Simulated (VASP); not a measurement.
# ZrNbGe2 (P6mm) in VASP: a series of runs

ZrNbGe2 is run at these levels: PBE; tasks: relaxation of cell and atoms, single point.

Program: VASP 6.6.1. These are calculated values, not measurements. Logs are shortened: lines on timing, memory, paths and dates and some standing lists are left out, and cuts for length are marked.

### Step 1. The cell of the first run

It takes space group P6mm (No. 183, hexagonal). Conventional cell: a = 3.709 Å, b = 3.709 Å, c = 6.759 Å, α = 90.00°, β = 90.00°, γ = 120.00°. Within 3.4 Å of Zr (site symmetry 6mm) lie 6 Ge at 2.55 Å and 1 Nb at 3.20 Å. Within 4.0 Å of Nb (site symmetry 6mm) lie 6 Ge at 3.05 Å and 2 Zr at 3.20 to 3.56 Å and 6 Nb at 3.71 Å. Within 2.8 Å of Ge (site symmetry 3m) lie 3 Ge at 2.14 Å and 3 Zr at 2.55 Å.

The cell was built from a structure type or drawn by symmetry, and may not be a known phase.

### Step 2. Relaxation of cell and atoms, PBE

INCAR reads:

```
  PREC = Accurate
  ENCUT = 600
  EDIFF = 1E-7
  ISMEAR = 0
  SIGMA = 0.1
  LREAL = F
  LASPH = T
  NELM = 60
  ALGO = Normal
  ISIF = 3
  LWAVE = F
  LCHARG = F
  GGA = PE
  IBRION = 2
  NSW = 90
  EDIFFG = -0.04
```

KPOINTS reads:

```
regular mesh
0
Gamma
  6 6 4
```

POSCAR reads:

```
ZrNbGe2
1.0
    3.7086829800      0.0000000000      0.0000000000
   -1.8543414900      3.2118136800      0.0000000000
    0.0000000000      0.0000000000      6.7592779000
Zr Nb Ge
1 1 2
Direct
    0.0000000000      0.0000000000      0.1253528600
    0.0000000000      0.0000000000      0.5991017600
    0.3333333300      0.6666666700      0.9206256600
    0.6666666700      0.3333333300      0.9206256600
```

Potentials or basis: VASP PAW PBE potentials, release 64 (Zr_sv, Nb_sv, Ge_d).

The run is started by

```console
> cat potpaw_PBE.64/Zr_sv/POTCAR potpaw_PBE.64/Nb_sv/POTCAR potpaw_PBE.64/Ge_d/POTCAR > POTCAR
> mpirun -np 1 vasp_std > vasp.out
```

OUTCAR:

```text
PREC = Accurate
   ENCUT = 600
   EDIFF = 1E-7
   ISMEAR = 0
   LREAL = F
   LASPH = T
   NELM = 60
   ISIF = 3
   GGA = PE
   IBRION = 2
   NSW = 90
   EDIFFG = -0.04

 ion  position               nearest neighbor table
   1  0.000  0.000  0.125-   3 2.55   4 2.55   4 2.55   3 2.55   4 2.55   3 2.55   2 3.20
   2  0.000  0.000  0.599-   1 3.20
   3  0.333  0.667  0.921-   4 2.14   4 2.14   4 2.14   1 2.55   1 2.55   1 2.55
   4  0.667  0.333  0.921-   3 2.14   3 2.14   3 2.14   1 2.55   1 2.55   1 2.55

  LATTYP: Found a hexagonal cell.
 ALAT       =     3.7086829800
 C/A-ratio  =     1.8225547820

  Lattice vectors:

 A1 = (   3.7086829800,   0.0000000000,   0.0000000000)
 A2 = (  -1.8543414900,   3.2118136800,   0.0000000000)
 A3 = (   0.0000000000,   0.0000000000,   6.7592779000)

Analysis of symmetry for initial positions (statically):
=====================================================================
 Subroutine PRICEL returns:
 Original cell was already a primitive cell.

 Routine SETGRP: Setting up the symmetry group for a
 hexagonal supercell.

 Subroutine GETGRP returns: Found 12 space group operations
 (whereof 12 operations were pure point group operations)
 out of a pool of 24 trial point group operations.

The static configuration has the point symmetry C_6v.

Analysis of symmetry for dynamics (positions and initial velocities):
=====================================================================
 Subroutine PRICEL returns:
 Original cell was already a primitive cell.

 Routine SETGRP: Setting up the symmetry group for a
 hexagonal supercell.

 Subroutine GETGRP returns: Found 12 space group operations
 (whereof 12 operations were pure point group operations)
 out of a pool of 24 trial point group operations.

The dynamic configuration has the point symmetry C_6v.

 Subroutine INISYM returns: Found 12 space group operations
 (whereof 12 operations are pure point group operations),
 and found     1 'primitive' translations

----------------------------------------------------------------------------------------

                                     Primitive cell

  volume of cell :      80.5138

  direct lattice vectors                    reciprocal lattice vectors
     3.708682980  0.000000000  0.000000000     0.269637498  0.155675282  0.000000000
    -1.854341490  3.211813680  0.000000000     0.000000000  0.311350564  0.000000000
     0.000000000  0.000000000  6.759277900     0.000000000  0.000000000  0.147944797

  length of vectors
     3.708682980  3.708682984  6.759277900     0.311350564  0.311350564  0.147944797

  position of ions in fractional coordinates (direct lattice)
     0.000000000  0.000000000  0.125352860
     0.000000000  0.000000000  0.599101760
     0.333333330  0.666666670  0.920625660
     0.666666670  0.333333330  0.920625660

  ion indices of the primitive-cell ions
   primitive index   ion index
                 1           1
                 2           2
                 3           3
                 4           4

----------------------------------------------------------------------------------------

 KPOINTS: regular mesh

Automatic generation of k-mesh.
 Grid dimensions read from file:
 generate k-points for:    6    6    4

 Generating k-lattice:

  Cartesian coordinates                     Fractional coordinates (reciprocal lattice)
     0.044939583  0.025945880  0.000000000     0.166666667 -0.000000000  0.000000000
     0.000000000  0.051891761  0.000000000     0.000000000  0.166666667  0.000000000
     0.000000000  0.000000000  0.036986199     0.000000000  0.000000000  0.250000000

  Length of vectors
     0.051891761  0.051891761  0.036986199

  Shift w.r.t. Gamma in fractional coordinates (k-lattice)
     0.000000000  0.000000000  0.000000000

 Subroutine IBZKPT returns following result:
 ===========================================

 Found     21 irreducible k-points:

 Following reciprocal coordinates:
            Coordinates               Weight
  0.000000  0.000000  0.000000      1.000000
  0.166667 -0.000000  0.000000      6.000000
  0.333333 -0.000000  0.000000      6.000000
  0.500000  0.000000  0.000000      3.000000
  0.166667  0.166667  0.000000      6.000000
  0.333333  0.166667  0.000000     12.000000
[... 13 lines left out ...]
  0.333333  0.166667  0.500000     12.000000
  0.333333  0.333333  0.500000      2.000000
   k-points           NKPTS =     21   k-points in BZ     NKDIM =     21   number of bands    NBANDS=     31
   number of dos      NEDOS =    301   number of ions     NIONS =      4
   total plane-waves  NPLWV =  48600
   dimension x,y,z NGX =    30 NGY =   30 NGZ =   54
   dimension x,y,z NGXF=    60 NGYF=   60 NGZF=  108
   ions per type =               1   1   2
   NGX,Y,Z   is equivalent  to a cutoff of  13.45, 13.45, 13.28 a.u.
   NGXF,Y,Z  is equivalent  to a cutoff of  26.90, 26.90, 26.56 a.u.
 SYSTEM =  unknown system
   PREC   = accura    normal or accurate (medium, high low for compatibility)
   ISTART =      0    job   : 0-new  1-cont  2-samecut
   ICHARG =      2    charge: 1-file 2-atom 10-const
   ISPIN  =      1    spin polarized calculation?
   LNONCOLLINEAR =      F non collinear calculations
   LSORBIT =      F    spin-orbit coupling
   LASPH  =      T    aspherical Exc in radial PAW
   ENCUT  =  600.0 eV  44.10 Ry    6.64 a.u.   7.41  7.41 13.50*2*pi/ulx,y,z
   NELM   =     60;   NELMIN=  2; NELMDL= -5     # of ELM steps
   EDIFF  = 0.1E-06   stopping-criterion for ELM
   LREAL  =      F    real-space projection
   EDIFFG = -.4E-01   stopping-criterion for IOM
   NSW    =     90    number of steps for IOM
   IBRION =      2    ionic relax: 0-MD 1-quasi-New 2-CG
   NFREE  =      1    steps in history (QN), initial steepest desc. (CG)
   ISIF   =      3    stress and relaxation
   ISYM   =      2    0-nonsym 1-usesym 2-fastsym
   POTIM  = 0.5000    time-step for ionic-motion
   TEBEG  =    0.0;   TEEND  =   0.0 temperature during run
   PSTRESS=    0.0 pullay stress
   NELECT =      53.0000    total number of electrons
   NUPDOWN=      -1.0000    fix difference up-down
   EMIN   =  10.00;   EMAX   =-10.00  energy-range for DOS
   EFERMI =   0.00;   METHOD = LEGACY
   ISMEAR =     0;   SIGMA  =   0.10  broadening in eV -4-tet -1-fermi 0-gaus
   EFERMI_NEDOS =   21; number of points for ismear=-14 and -15
   IALGO  =     38    algorithm
   IMIX   =      4    mixing-type and parameters
     AMIX     =   0.40;   BMIX     =  1.00
     AMIX_MAG =   1.60;   BMIX_MAG =  1.00
  volume/ion in A,a.u.               =      20.13       135.83
  Fermi-wavevector in a.u.,A,eV,Ry     =   1.424109  2.691176 27.593804  2.028087
  Thomas-Fermi vector in A             =   2.544635
   LORBIT       =      0    0 simple, 1 ext, 2 COOP (PROOUT), +10 PAW based schemes
   GGA     = PE    functional components
   LHFCALC =     F    Hartree Fock is set to
   AEXX    =    0.0000 exact exchange contribution
   IVDW    =     0    specifies the selected vdW correction
   LEPSILON=     F    determine dielectric tensor
   LRPA    =     F    only Hartree local field effects (RPA)
 conjugate gradient relaxation of ions
 non-spin polarized calculation
 Gauss-broadening in eV      SIGMA  =   0.10
  energy-cutoff  :      600.00
  volume of cell :       80.51
 maximum number of plane-waves:      2721
 NGX is ok and might be reduce to    30
   NGX = 15   NGY = 15   NGZ = 27

--------------------------------------- Ionic step        1  -------------------------------------------

 number of electron      53.0000003 magnetization

 Free energy of the ion-electron system (eV)
  ---------------------------------------------------
  ext. energy  EPLUGINS =         0.00000000
  ---------------------------------------------------
  free energy    TOTEN  =       -21.72373729 eV

  energy without entropy =      -21.69620799  energy(sigma->0) =      -21.70997264

------------------------ aborting loop because EDIFF is reached ----------------------------------------

  FORCE on cell =-STRESS in cart. coord.  units (eV):
  Direction    XX          YY          ZZ          XY          YZ          ZX
  --------------------------------------------------------------------------------------
  -------------------------------------------------------------------------------------
  Total       19.7143623     19.7143624     -1.5891282      0.0000000      0.0000000      0.0000000
  in kB      392.3042009    392.3042020    -31.6227146      0.0000000      0.0000000      0.0000000
  external PRESSURE =     250.9952294 kB  Pullay stress =       0.0000000 kB
[... 25 lines left out ...]
--------------------------------------- Ionic step        2  -------------------------------------------

 number of electron      52.9999977 magnetization

 E-fermi :   4.3890     XC(G=0):  -9.3217

 val. band max:        4.3794880197   @ k =   0.5000   0.0000   0.2500
 cond. band min:       4.3910862625   @ k =   0.0000   0.0000   0.5000
 fundamental gap:      0.0115982427
 Fermi energy:         4.3889736677

 k-point     1 :       0.0000    0.0000    0.0000
  band No.  band energies     occupation
      1     -51.1184      2.00000
      2     -45.3969      2.00000
      3     -27.2733      2.00000
      4     -27.2733      2.00000
      5     -26.8438      2.00000
      6     -23.4667      2.00000
[... 772 lines left out ...]
  FREE ENERGIE OF THE ION-ELECTRON SYSTEM (eV)
  ---------------------------------------------------
  free  energy   TOTEN  =       -24.4047036968 eV

  energy  without entropy=      -24.3779865770  energy(sigma->0) =      -24.39134514

 E-fermi :   6.0867     XC(G=0):  -9.9997

 val. band max:        6.0810355151   @ k =   0.3333   0.3333   0.5000
 cond. band min:       6.1031251377   @ k =   0.0000   0.0000   0.2500
 fundamental gap:      0.0220896226
 Fermi energy:         6.0867149474

 k-point     1 :       0.0000    0.0000    0.0000
  band No.  band energies     occupation
      1     -48.7079      2.00000
      2     -43.1646      2.00000
      3     -25.0133      2.00000
      4     -24.8250      2.00000
      5     -24.8250      2.00000
      6     -21.2146      2.00000
[... 703 lines left out ...]
     30       7.4732      0.00000
     31       7.7423      0.00000

[... ionic steps 4 to 25 ...]

--------------------------------------- Ionic step       26  -------------------------------------------

 number of electron      53.0000008 magnetization

------------------------ aborting loop because EDIFF is reached ----------------------------------------
[... 71 lines left out ...]
--------------------------------------- Ionic step       28  -------------------------------------------

 number of electron      53.0000008 magnetization

 Free energy of the ion-electron system (eV)
  ---------------------------------------------------
  ext. energy  EPLUGINS =         0.00000000
  ---------------------------------------------------
  free energy    TOTEN  =       -25.92403485 eV

  energy without entropy =      -25.91038200  energy(sigma->0) =      -25.91720842

 E-fermi :   6.3821     XC(G=0): -10.1489

 val. band max:        6.3665029932   @ k =   0.3333  -0.0000   0.2500
 cond. band min:       6.4539078360   @ k =   0.3333   0.3333   0.5000
 fundamental gap:      0.0874048428
 Fermi energy:         6.3820871456

 k-point     1 :       0.0000    0.0000    0.0000
  band No.  band energies     occupation
      1     -48.4607      2.00000
      2     -42.8126      2.00000
      3     -24.8260      2.00000
      4     -24.5707      2.00000
      5     -24.5707      2.00000
      6     -20.8688      2.00000
[... 734 lines left out ...]
  FREE ENERGIE OF THE ION-ELECTRON SYSTEM (eV)
  ---------------------------------------------------
  free  energy   TOTEN  =       -25.9240348539 eV

  energy  without entropy=      -25.9103819952  energy(sigma->0) =      -25.91720842

 reached required accuracy - stopping structural energy minimisation
```

It took 41 min on 1 thread of Intel Xeon 8259CL, shared host; peak memory 0.27 GiB.

What came out:

```
Free energy                           : -25.9240 eV
Relaxed volume                        : 24.03 Å³/atom
Relaxed cell                          : a = 4.444 Å, b = 4.444 Å, c = 5.620 Å, α = 90.00°, β = 90.00°, γ = 120.00°
Space group after relaxing (to 0.1 Å) : P6mm (No. 183)
Energy gained by relaxing             : 1050.1 meV/atom
Ionic steps                           : 28
Pressure after relaxing               : 0.0 GPa
Largest force after relaxing          : 0.024 eV/Å
Band gap on the k mesh                : zero (an odd number of electrons rules out a gap without spin polarisation)
```

Forces on the atoms (eV/Å):
```
Zr   0.000  0.000  0.024
Nb   0.000  0.000  0.005
Ge   0.000  0.000 -0.014
Ge   0.000  0.000 -0.014
```

The path:
| step | energy change (eV) | largest force (eV/Å) | pressure (GPa) | volume (Å³) |
| --- | --- | --- | --- | --- |
| 1 | 0.0000 | 6.1664 | 25.10 | 80.51 |
| 2 | -1.7417 | 1.5066 | -13.44 | 120.99 |
| 3 | -2.6810 | 1.6706 | -7.31 | 101.04 |
| 4 | -3.6160 | 1.7874 | -1.90 | 90.96 |
| 5 | -3.7132 | 1.4232 | 1.18 | 87.34 |
| 6 | -3.7152 | 1.2898 | 2.14 | 86.40 |
| 7 | -3.8524 | 1.2242 | 1.06 | 88.43 |
| 8 | -3.9443 | 1.1954 | -0.36 | 91.69 |
| 9 | -4.0343 | 0.8000 | 1.71 | 92.07 |
| 10 | -4.0533 | 0.9433 | 5.32 | 92.59 |
| 11 | -4.0724 | 0.5013 | 3.14 | 92.30 |
| 12 | -4.0753 | 0.3974 | 4.03 | 92.43 |
| 13 | -4.1002 | 0.6068 | 3.83 | 93.41 |
| 14 | -4.1106 | 1.0023 | 3.76 | 94.58 |
| 15 | -4.1443 | 0.7373 | 2.37 | 95.67 |
| 16 | -4.1756 | 0.2693 | -1.30 | 98.97 |
| 17 | -4.1772 | 0.1817 | -0.68 | 98.38 |
| 18 | -4.1818 | 0.1595 | -0.61 | 98.22 |
| 19 | -4.1913 | 0.2403 | -0.40 | 97.75 |
| 20 | -4.1903 | 0.4350 | 0.10 | 96.78 |
| 21 | -4.1941 | 0.3318 | -0.17 | 97.29 |
| 22 | -4.1974 | 0.2054 | -0.21 | 97.00 |
| 23 | -4.1999 | 0.0635 | -0.24 | 96.37 |
| 24 | -4.2000 | 0.0310 | -0.25 | 96.45 |
| 25 | -4.2002 | 0.0439 | 0.06 | 96.09 |
| 26 | -4.2002 | 0.0403 | 0.01 | 96.13 |
| 27 | -4.2002 | 0.0409 | 0.02 | 96.12 |
| 28 | -4.2003 | 0.0240 | 0.01 | 96.11 |

Final structure:
```yaml
crystal:
  lattice:
    - [4.44365, 0.00000, 0.00000]
    - [-2.22183, 3.84832, 0.00000]
    - [0.00000, 0.00000, 5.61999]
  atoms:
    - { symbol: Zr, position: [0.00000, 0.00000, 0.13132] }
    - { symbol: Nb, position: [0.00000, 0.00000, 0.68138] }
    - { symbol: Ge, position: [0.33333, 0.66667, 0.87650] }
    - { symbol: Ge, position: [0.66667, 0.33333, 0.87650] }
```

Caveat: the volume moved by over 15 % at a fixed basis, so the end points are rough.

### Step 3. Single point, PBE

This run uses another cell than the first one, of 24.17 Å³/atom.

INCAR reads:

```
PREC = Accurate ; ENCUT = 520
EDIFF = 1E-6 ; ISMEAR = 0
SIGMA = 0.1 ; LREAL = False
LASPH = True ; NELM = 100
ALGO = Normal ; ISIF = 2
LWAVE = False ; LCHARG = True
GGA = PE ; LELF = True
LVHAR = True ; NBANDS = 34
```

KPOINTS reads:

```
regular mesh
0
Gamma
  12 12 8
```

POSCAR reads:

```
ZrNbGe2
1.0
    4.4502769452      0.0000000000      0.0000000000
   -2.2251384726      3.8540528884      0.0000000000
    0.0000000000      0.0000000000      5.6360835243
Zr Nb Ge
1 1 2
Direct
    0.0000000000      0.0000000000      0.1312172632
    0.0000000000      0.0000000000      0.6816857356
    0.3333333333      0.6666666667      0.8764014706
    0.6666666667      0.3333333333      0.8764014706
```

Potentials or basis: VASP PAW PBE potentials, release 64 (Zr_sv, Nb_sv, Ge_d).

The run is started by

```console
> cat potpaw_PBE.64/Zr_sv/POTCAR potpaw_PBE.64/Nb_sv/POTCAR potpaw_PBE.64/Ge_d/POTCAR > POTCAR
> mpirun -np 1 vasp_std > vasp.out
```

Wall time 5.9 min (1 thread of Intel Xeon 8259CL, shared host); peak memory 0.45 GiB.

It converged, with:

* Free energy: -25.9432 eV
* Pressure: 0.0 GPa
* Largest force: 0.024 eV/Å
* Band gap on the k mesh: zero (an odd number of electrons rules out a gap without spin polarisation)

Forces on the atoms (eV/Å):
```
Zr   0.000  0.000  0.024
Nb   0.000  0.000 -0.006
Ge   0.000  0.000 -0.009
Ge   0.000  0.000 -0.009
```

Levels at points of the mesh, in eV from the Fermi level:
```
           k point  band 24  band 25  band 26  band 27  band 28  band 29  band 30  band 31
(0.00, 0.00, 0.00)    -2.36    -2.32    -2.32    -0.53     0.64     0.64     3.36     3.36
(0.50, 0.00, 0.00)    -1.87    -1.32    -1.09    -0.31     0.21     1.52     1.79     2.16
(0.00, 0.00, 0.50)    -1.94    -1.94    -0.31     0.16     0.25     0.25     1.55     1.55
(0.50, 0.00, 0.50)    -1.97    -0.21     0.11     0.41     0.61     0.80     1.03     1.60
```

### Step 4. Single point, PBE, collinear spin

This run uses another cell than the first one, of 24.05 Å³/atom.

INCAR reads:

```
PREC = Accurate ; ENCUT = 520
EDIFF = 1E-6 ; ISMEAR = 0
SIGMA = 0.1 ; LREAL = F
LASPH = T ; NELM = 150
ALGO = Normal ; ISIF = 2
LWAVE = F ; LCHARG = F
ISPIN = 2 ; MAGMOM = 1 1 0 0
LORBIT = 11 ; LMAXMIX = 4
GGA = PE ; NBANDS = 38
```

KPOINTS reads:

```
Automatic mesh
0
Gamma
  6 6 4
```

POSCAR reads:

```
ZrNbGe2
1.0
    4.4469129475      0.0000000000      0.0000000000
   -2.2234564737      3.8511395809      0.0000000000
    0.0000000000      0.0000000000      5.6161353244
Zr Nb Ge
1 1 2
Direct
    0.0000000000      0.0000000000      0.1314263851
    0.0000000000      0.0000000000      0.6814416534
    0.3333333333      0.6666666667      0.8764189508
    0.6666666667      0.3333333333      0.8764189508
```

The run is started by

```console
> cat potpaw_PBE.64/Zr_sv/POTCAR potpaw_PBE.64/Nb_sv/POTCAR potpaw_PBE.64/Ge_d/POTCAR > POTCAR
> mpirun -np 1 vasp_std > vasp.out
```

Wall time 2.9 min (1 thread of Intel Xeon 8259CL, shared host); peak memory 0.34 GiB.

The run converged. Its results:

```yaml
Free_energy: -25.9390 eV
Pressure: 0.0 GPa
Largest_force: 0.021 eV/Å
Net_moment: 0.00 μB per cell
Valence_electrons_inside_the_program's_atomic_spheres: Zr 9.88; Nb 10.79; Ge 12.45
```

Forces in eV/Å, atoms in the order of the input:
```
Zr   0.000  0.000  0.021
Nb   0.000  0.000  0.004
Ge   0.000  0.000 -0.012
Ge   0.000  0.000 -0.012
```

Levels at points of the mesh, in eV from the Fermi level:
Spin up:
```tsv
k point	band 24	band 25	band 26	band 27	band 28	band 29	band 30	band 31
(0.00, 0.00, 0.00)	-2.40	-2.31	-2.31	-0.50	0.70	0.70	3.40	3.40
(0.50, 0.00, 0.00)	-1.81	-1.31	-1.04	-0.26	0.22	1.56	1.85	2.22
(0.00, 0.00, 0.50)	-1.92	-1.92	-0.31	0.17	0.30	0.30	1.54	1.54
(0.50, 0.00, 0.50)	-1.91	-0.16	0.11	0.43	0.60	0.82	1.04	1.64
```
Spin down:
```csv
k point,band 24,band 25,band 26,band 27,band 28,band 29,band 30,band 31
"(0.00, 0.00, 0.00)",-2.40,-2.31,-2.31,-0.50,0.70,0.70,3.40,3.40
"(0.50, 0.00, 0.00)",-1.81,-1.31,-1.04,-0.26,0.22,1.56,1.85,2.22
"(0.00, 0.00, 0.50)",-1.91,-1.91,-0.31,0.17,0.30,0.30,1.54,1.54
"(0.50, 0.00, 0.50)",-1.91,-0.16,0.11,0.43,0.60,0.82,1.04,1.64
```

### Step 5. Summary

| task | spin | cell | k mesh | cutoff (eV) | gap on the mesh (eV) | pressure (GPa) | largest force (eV/Å) |
| --- | --- | --- | --- | --- | --- | --- | --- |
| relaxation of cell and atoms | off | relaxed from a = 3.709, b = 3.709, c = 6.759 Å, angles 90.0, 90.0, 120.0°, 4 atoms, atomic positions A | 6 × 6 × 4 | 600 | none | 0.0 | 0.02 |
| single point | off | a = 4.450, b = 4.450, c = 5.636 Å, angles 90.0, 90.0, 120.0°, 4 atoms, atomic positions B | 12 × 12 × 8 | 520 | none | 0.0 | 0.02 |
| single point | collinear | a = 4.447, b = 4.447, c = 5.616 Å, angles 90.0, 90.0, 120.0°, 4 atoms, atomic positions B | 6 × 6 × 4 | 520 | none | 0.0 | 0.02 |

Alike in all rows: level PBE; potentials or basis VASP PAW PBE potentials, release 64 (Zr_sv, Nb_sv, Ge_d); smearing gaussian 0.1 eV.

Caveats: the volume moved by over 15 % at a fixed basis, so the end points are rough (at least some runs).

Absolute energies hang on the potentials; compare differences alone.
